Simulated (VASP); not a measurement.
# Cu3Sn2 (Pm-3m) in VASP: relaxation of cell and atoms with PBE

Aim: the relaxation of cell and atoms of Cu3Sn2 with PBE.

All numbers are computed with VASP 6.6.1; they aren't measurements. Logs are shortened: lines on timing, memory, paths and dates and some standing lists are left out, and cuts for length are marked.

**1. The cell of the first run**

It takes space group Pm-3m (No. 221, cubic). The conventional cell has a = 4.847 Å, b = 4.847 Å, c = 4.847 Å, α = 90.00°, β = 90.00°, γ = 90.00°. Cu (site symmetry 4/mmm) has 2 Sn at 2.42 Å within 3.2 Å. Within 3.2 Å of Sn (site symmetry m-3m) lie 6 Cu at 2.42 Å. Sn (site symmetry m-3m) has 12 Cu at 3.43 Å and 8 Sn at 4.20 Å within 4.5 Å.

The cell was built from a structure type or drawn by symmetry, and may not be a known phase.

**2. Relaxation of cell and atoms, PBE**

File INCAR:

```
SYSTEM = Cu3Sn2
PREC = Accurate
ENCUT = 600
EDIFF = 1E-6
ISMEAR = 0
SIGMA = 0.1
LREAL = .False.
LASPH = .True.
NELM = 80
ALGO = Fast
ISIF = 3
LWAVE = .False.
LCHARG = .False.
GGA = PE
IBRION = 2
NSW = 100
EDIFFG = -0.01
```

File KPOINTS:

```
Automatic mesh
0
Gamma
  8 8 8
  0 0 0
```

File POSCAR:

```
Cu3Sn2
1.0
    4.8472641486      0.0000000000      0.0000000000
    0.0000000000      4.8472641486      0.0000000000
    0.0000000000      0.0000000000      4.8472641486
Cu Sn
3 2
Direct
    0.5000000000      0.0000000000      0.0000000000
    0.0000000000      0.5000000000      0.0000000000
    0.0000000000      0.0000000000      0.5000000000
    0.0000000000      0.0000000000      0.0000000000
    0.5000000000      0.5000000000      0.5000000000
```

Potentials or basis: VASP PAW PBE potentials, release 64 (Cu, Sn_d).

Started as:

```sh
$ cat potpaw_PBE.64/Cu/POTCAR potpaw_PBE.64/Sn_d/POTCAR > POTCAR
$ mpirun -np 1 vasp_std > vasp.out
```

OUTCAR:

```text
SYSTEM = Cu3Sn2
   PREC = Accurate
   ENCUT = 600
   EDIFF = 1E-6
   ISMEAR = 0
   LREAL = .False.
   LASPH = .True.
   NELM = 80
   ISIF = 3
   GGA = PE
   IBRION = 2
   NSW = 100
   EDIFFG = -0.01

 ion  position               nearest neighbor table
   1  0.500  0.000  0.000-   4 2.42   4 2.42
   2  0.000  0.500  0.000-   4 2.42   4 2.42
   3  0.000  0.000  0.500-   4 2.42   4 2.42
   4  0.000  0.000  0.000-   1 2.42   2 2.42   3 2.42   3 2.42   2 2.42   1 2.42
   5  0.500  0.500  0.500-

  LATTYP: Found a simple cubic cell.
 ALAT       =     4.8472641486

  Lattice vectors:

 A1 = (   4.8472641486,   0.0000000000,   0.0000000000)
 A2 = (   0.0000000000,   4.8472641486,   0.0000000000)
 A3 = (   0.0000000000,   0.0000000000,   4.8472641486)

Analysis of symmetry for initial positions (statically):
=====================================================================
 Subroutine PRICEL returns:
 Original cell was already a primitive cell.

 Routine SETGRP: Setting up the symmetry group for a
 simple cubic supercell.

 Subroutine GETGRP returns: Found 48 space group operations
 (whereof 48 operations were pure point group operations)
 out of a pool of 48 trial point group operations.

The static configuration has the point symmetry O_h .

Analysis of symmetry for dynamics (positions and initial velocities):
=====================================================================
 Subroutine PRICEL returns:
 Original cell was already a primitive cell.

 Routine SETGRP: Setting up the symmetry group for a
 simple cubic supercell.

 Subroutine GETGRP returns: Found 48 space group operations
 (whereof 48 operations were pure point group operations)
 out of a pool of 48 trial point group operations.

The dynamic configuration has the point symmetry O_h .

 Subroutine INISYM returns: Found 48 space group operations
 (whereof 48 operations are pure point group operations),
 and found     1 'primitive' translations

----------------------------------------------------------------------------------------

                                     Primitive cell

  volume of cell :     113.8912

  direct lattice vectors                    reciprocal lattice vectors
     4.847264149  0.000000000  0.000000000     0.206301941  0.000000000  0.000000000
     0.000000000  4.847264149  0.000000000     0.000000000  0.206301941  0.000000000
     0.000000000  0.000000000  4.847264149     0.000000000  0.000000000  0.206301941

  length of vectors
     4.847264149  4.847264149  4.847264149     0.206301941  0.206301941  0.206301941

  position of ions in fractional coordinates (direct lattice)
     0.500000000  0.000000000  0.000000000
     0.000000000  0.500000000  0.000000000
     0.000000000  0.000000000  0.500000000
     0.000000000  0.000000000  0.000000000
     0.500000000  0.500000000  0.500000000

  ion indices of the primitive-cell ions
   primitive index   ion index
                 1           1
                 2           2
                 3           3
                 4           4
                 5           5

----------------------------------------------------------------------------------------

 KPOINTS: Automatic mesh

Automatic generation of k-mesh.
 Grid dimensions read from file:
 generate k-points for:    8    8    8

 Generating k-lattice:

  Cartesian coordinates                     Fractional coordinates (reciprocal lattice)
     0.025787743  0.000000000  0.000000000     0.125000000  0.000000000  0.000000000
     0.000000000  0.025787743  0.000000000     0.000000000  0.125000000  0.000000000
     0.000000000  0.000000000  0.025787743     0.000000000  0.000000000  0.125000000

  Length of vectors
     0.025787743  0.025787743  0.025787743

  Shift w.r.t. Gamma in fractional coordinates (k-lattice)
     0.000000000  0.000000000  0.000000000

 Subroutine IBZKPT returns following result:
 ===========================================

 Found     35 irreducible k-points:

 Following reciprocal coordinates:
            Coordinates               Weight
  0.000000  0.000000  0.000000      1.000000
  0.125000  0.000000  0.000000      6.000000
  0.250000  0.000000  0.000000      6.000000
  0.375000  0.000000  0.000000      6.000000
  0.500000  0.000000  0.000000      3.000000
  0.125000  0.125000  0.000000     12.000000
[... 16 lines left out ...]
  0.375000  0.375000  0.125000     24.000000
  0.500000  0.375000  0.125000     24.000000
 [... further k-points ...]
   k-points           NKPTS =     35   k-points in BZ     NKDIM =     35   number of bands    NBANDS=     36
   number of dos      NEDOS =    301   number of ions     NIONS =      5
   total plane-waves  NPLWV =  64000
   dimension x,y,z NGX =    40 NGY =   40 NGZ =   40
   dimension x,y,z NGXF=    80 NGYF=   80 NGZF=   80
   ions per type =               3   2
   NGX,Y,Z   is equivalent  to a cutoff of  13.72, 13.72, 13.72 a.u.
   NGXF,Y,Z  is equivalent  to a cutoff of  27.44, 27.44, 27.44 a.u.
 SYSTEM =  Cu3Sn2
   PREC   = accura    normal or accurate (medium, high low for compatibility)
   ISTART =      0    job   : 0-new  1-cont  2-samecut
   ICHARG =      2    charge: 1-file 2-atom 10-const
   ISPIN  =      1    spin polarized calculation?
   LNONCOLLINEAR =      F non collinear calculations
   LSORBIT =      F    spin-orbit coupling
   LASPH  =      T    aspherical Exc in radial PAW
   ENCUT  =  600.0 eV  44.10 Ry    6.64 a.u.   9.68  9.68  9.68*2*pi/ulx,y,z
   NELM   =     80;   NELMIN=  2; NELMDL= -5     # of ELM steps
   EDIFF  = 0.1E-05   stopping-criterion for ELM
   LREAL  =      F    real-space projection
   EDIFFG = -.1E-01   stopping-criterion for IOM
   NSW    =    100    number of steps for IOM
   IBRION =      2    ionic relax: 0-MD 1-quasi-New 2-CG
   NFREE  =      1    steps in history (QN), initial steepest desc. (CG)
   ISIF   =      3    stress and relaxation
   ISYM   =      2    0-nonsym 1-usesym 2-fastsym
   POTIM  = 0.5000    time-step for ionic-motion
   TEBEG  =    0.0;   TEEND  =   0.0 temperature during run
   PSTRESS=    0.0 pullay stress
   NELECT =      61.0000    total number of electrons
   NUPDOWN=      -1.0000    fix difference up-down
   EMIN   =  10.00;   EMAX   =-10.00  energy-range for DOS
   EFERMI =   0.00;   METHOD = LEGACY
   ISMEAR =     0;   SIGMA  =   0.10  broadening in eV -4-tet -1-fermi 0-gaus
   EFERMI_NEDOS =   21; number of points for ismear=-14 and -15
   IALGO  =     68    algorithm
   IMIX   =      4    mixing-type and parameters
     AMIX     =   0.40;   BMIX     =  1.00
     AMIX_MAG =   1.60;   BMIX_MAG =  1.00
  volume/ion in A,a.u.               =      22.78       153.72
  Fermi-wavevector in a.u.,A,eV,Ry     =   1.329499  2.512389 24.049225  1.767568
  Thomas-Fermi vector in A             =   2.458657
   LORBIT       =      0    0 simple, 1 ext, 2 COOP (PROOUT), +10 PAW based schemes
   GGA     = PE    functional components
   LHFCALC =     F    Hartree Fock is set to
   AEXX    =    0.0000 exact exchange contribution
   IVDW    =     0    specifies the selected vdW correction
   LEPSILON=     F    determine dielectric tensor
   LRPA    =     F    only Hartree local field effects (RPA)
 conjugate gradient relaxation of ions
 non-spin polarized calculation
 RMM-DIIS sequential band-by-band and
 Gauss-broadening in eV      SIGMA  =   0.10
  energy-cutoff  :      600.00
  volume of cell :      113.89
 maximum number of plane-waves:      3840
 NGX is ok and might be reduce to    40
   NGX = 19   NGY = 19   NGZ = 19

--------------------------------------- Ionic step        1  -------------------------------------------

 number of electron      60.9999984 magnetization

 Free energy of the ion-electron system (eV)
  ---------------------------------------------------
  ext. energy  EPLUGINS =         0.00000000
  ---------------------------------------------------
  free energy    TOTEN  =       -15.77254760 eV

  energy without entropy =      -15.76117634  energy(sigma->0) =      -15.76686197

 E-fermi :   5.5712     XC(G=0): -10.0086

 val. band max:        5.5368376255   @ k =   0.3750   0.3750   0.2500
 cond. band min:       5.6012659271   @ k =   0.5000   0.0000   0.0000
 fundamental gap:      0.0644283016
 Fermi energy:         5.5711724182

 k-point     1 :       0.0000    0.0000    0.0000
  band No.  band energies     occupation
      1     -16.4551      2.00000
      2     -16.4551      2.00000
      3     -16.4523      2.00000
      4     -16.4523      2.00000
      5     -16.4523      2.00000
      6     -15.8738      2.00000
[... 28 lines left out ...]
     35       7.1996      0.00000
     36       9.9908      0.00000

 k-point     2 :       0.1250    0.0000    0.0000
  band No.  band energies     occupation
      1     -16.4551      2.00000
      2     -16.4547      2.00000
      3     -16.4524      2.00000
      4     -16.4524      2.00000
      5     -16.4523      2.00000
      6     -15.8738      2.00000
[... 932 lines left out ...]
  FORCE on cell =-STRESS in cart. coord.  units (eV):
  Direction    XX          YY          ZZ          XY          YZ          ZX
  --------------------------------------------------------------------------------------
  -------------------------------------------------------------------------------------
  Total       -0.2488677     -0.2488677     -0.2488677     -0.0000000      0.0000000     -0.0000000
  in kB       -3.4703310     -3.4703310     -3.4703310     -0.0000000      0.0000000     -0.0000000
  external PRESSURE =      -3.4703310 kB  Pullay stress =       0.0000000 kB

 VOLUME and BASIS-vectors are now :
 -----------------------------------------------------------------------------
  energy-cutoff  :      600.00
  volume of cell :      114.90
      direct lattice vectors                 reciprocal lattice vectors
     4.861490271  0.000000000 -0.000000000     0.205698242 -0.000000000  0.000000000
     0.000000000  4.861490271  0.000000000    -0.000000000  0.205698242 -0.000000000
    -0.000000000  0.000000000  4.861490271     0.000000000 -0.000000000  0.205698242

 POSITION                                       TOTAL-FORCE (eV/Angst)
 -----------------------------------------------------------------------------------
      2.43075      0.00000     -0.00000        -0.000000      0.000000      0.000000
      0.00000      2.43075      0.00000        -0.000000      0.000000      0.000000
     -0.00000      0.00000      2.43075        -0.000000     -0.000000      0.000000
      0.00000      0.00000      0.00000        -0.000000     -0.000000      0.000000
      2.43075      2.43075      2.43075         0.000000     -0.000000      0.000000
 -----------------------------------------------------------------------------------
    total drift:                               -0.000000      0.000000     -0.000000

  FREE ENERGIE OF THE ION-ELECTRON SYSTEM (eV)
  ---------------------------------------------------
  free  energy   TOTEN  =       -15.7727137546 eV

  energy  without entropy=      -15.7610962426  energy(sigma->0) =      -15.76690500

--------------------------------------- Ionic step        3  -------------------------------------------

 number of electron      60.9999981 magnetization

 Free energy of the ion-electron system (eV)
  ---------------------------------------------------
  ext. energy  EPLUGINS =         0.00000000
  ---------------------------------------------------
  free energy    TOTEN  =       -15.77301141 eV

  energy without entropy =      -15.76151130  energy(sigma->0) =      -15.76726135

 E-fermi :   5.5262     XC(G=0):  -9.9868

 val. band max:        5.4931392500   @ k =   0.3750   0.3750   0.2500
 cond. band min:       5.5481366686   @ k =   0.5000   0.0000   0.0000
 fundamental gap:      0.0549974186
 Fermi energy:         5.5262140779

 k-point     1 :       0.0000    0.0000    0.0000
  band No.  band energies     occupation
      1     -16.5042      2.00000
      2     -16.5042      2.00000
      3     -16.5014      2.00000
      4     -16.5014      2.00000
      5     -16.5014      2.00000
      6     -15.9104      2.00000
[... 28 lines left out ...]
     35       7.1450      0.00000
     36       9.9044      0.00000

 k-point     2 :       0.1250    0.0000    0.0000
  band No.  band energies     occupation
      1     -16.5042      2.00000
      2     -16.5038      2.00000
      3     -16.5015      2.00000
      4     -16.5015      2.00000
      5     -16.5014      2.00000
      6     -15.9104      2.00000
[... 893 lines left out ...]
  FORCE on cell =-STRESS in cart. coord.  units (eV):
  Direction    XX          YY          ZZ          XY          YZ          ZX
  --------------------------------------------------------------------------------------
  -------------------------------------------------------------------------------------
  Total        0.0140834      0.0140834      0.0140834     -0.0000000      0.0000000      0.0000000
  in kB        0.1972041      0.1972041      0.1972041     -0.0000000      0.0000000      0.0000000
  external PRESSURE =       0.1972041 kB  Pullay stress =       0.0000000 kB

 VOLUME and BASIS-vectors are now :
 -----------------------------------------------------------------------------
  energy-cutoff  :      600.00
  volume of cell :      114.42
      direct lattice vectors                 reciprocal lattice vectors
     4.854750584  0.000000000 -0.000000000     0.205983805 -0.000000000  0.000000000
     0.000000000  4.854750584  0.000000000    -0.000000000  0.205983805 -0.000000000
    -0.000000000  0.000000000  4.854750584     0.000000000 -0.000000000  0.205983805

 POSITION                                       TOTAL-FORCE (eV/Angst)
 -----------------------------------------------------------------------------------
      2.42738      0.00000     -0.00000        -0.000000     -0.000000      0.000000
      0.00000      2.42738      0.00000        -0.000000      0.000000      0.000000
     -0.00000      0.00000      2.42738        -0.000000     -0.000000      0.000000
      0.00000      0.00000      0.00000        -0.000000     -0.000000      0.000000
      2.42738      2.42738      2.42738         0.000000     -0.000000      0.000000
 -----------------------------------------------------------------------------------
    total drift:                               -0.000000      0.000000     -0.000000

  FREE ENERGIE OF THE ION-ELECTRON SYSTEM (eV)
  ---------------------------------------------------
  free  energy   TOTEN  =       -15.7730114092 eV

  energy  without entropy=      -15.7615112952  energy(sigma->0) =      -15.76726135

 reached required accuracy - stopping structural energy minimisation
```

It took 5 min on 1 thread of AMD EPYC 9R45 (Zen 5), shared host; peak memory 0.31 GiB.

Results:

```yaml
Free_energy: -15.7730 eV
Relaxed_volume: 22.88 Å³/atom
Relaxed_cell: a = 4.855 Å, b = 4.855 Å, c = 4.855 Å, α = 90.00°, β = 90.00°, γ = 90.00°
Space_group_after_relaxing_to_0.1_Å: Pm-3m (No. 221)
Energy_gained_by_relaxing: 0.1 meV/atom
Ionic_steps: 3
Pressure_after_relaxing: 0.0 GPa
Band_gap_on_the_k_mesh: zero (an odd number of electrons rules out a gap without spin polarisation)
```

The path:
```
step  energy change (eV)  largest force (eV/Å)  pressure (GPa)  volume (Å³)
   1              0.0000                0.0000            0.43       113.89
   2             -0.0002                0.0000           -0.35       114.90
   3             -0.0005                0.0000            0.02       114.42
```

Final structure:
```cif
data_structure
_symmetry_space_group_name_H-M 'P 1'
_symmetry_Int_Tables_number 1
_cell_length_a 4.8548
_cell_length_b 4.8548
_cell_length_c 4.8548
_cell_angle_alpha 90.000
_cell_angle_beta 90.000
_cell_angle_gamma 90.000
_cell_volume 114.42
loop_
_atom_site_label
_atom_site_type_symbol
_atom_site_fract_x
_atom_site_fract_y
_atom_site_fract_z
_atom_site_occupancy
Cu1 Cu 0.50000 0.00000 0.00000 1
Cu2 Cu 0.00000 0.50000 0.00000 1
Cu3 Cu 0.00000 0.00000 0.50000 1
Sn1 Sn 0.00000 0.00000 0.00000 1
Sn2 Sn 0.50000 0.50000 0.50000 1
```

Levels at points of the mesh, in eV from the Fermi level:
| k point | band 26 | band 27 | band 28 | band 29 | band 30 | band 31 | band 32 | band 33 | band 34 | band 35 |
| --- | --- | --- | --- | --- | --- | --- | --- | --- | --- | --- |
| (0.00, 0.00, 0.00) | -2.40 | -2.40 | -2.40 | -2.39 | -2.20 | 0.52 | 0.52 | 1.62 | 1.62 | 1.62 |
| (0.50, 0.00, 0.00) | -2.60 | -2.52 | -1.87 | -0.80 | -0.80 | 0.02 | 0.42 | 0.42 | 1.02 | 3.06 |
| (0.50, 0.50, 0.00) | -2.54 | -2.52 | -2.35 | -2.35 | 0.12 | 1.33 | 1.46 | 1.67 | 1.67 | 1.96 |
| (0.50, 0.50, 0.50) | -2.49 | -2.43 | -2.16 | -2.16 | -2.16 | -1.65 | -1.65 | -1.65 | 7.03 | 7.03 |

Caveat: spin-orbit coupling is left out, which moves the levels of the heavy elements.
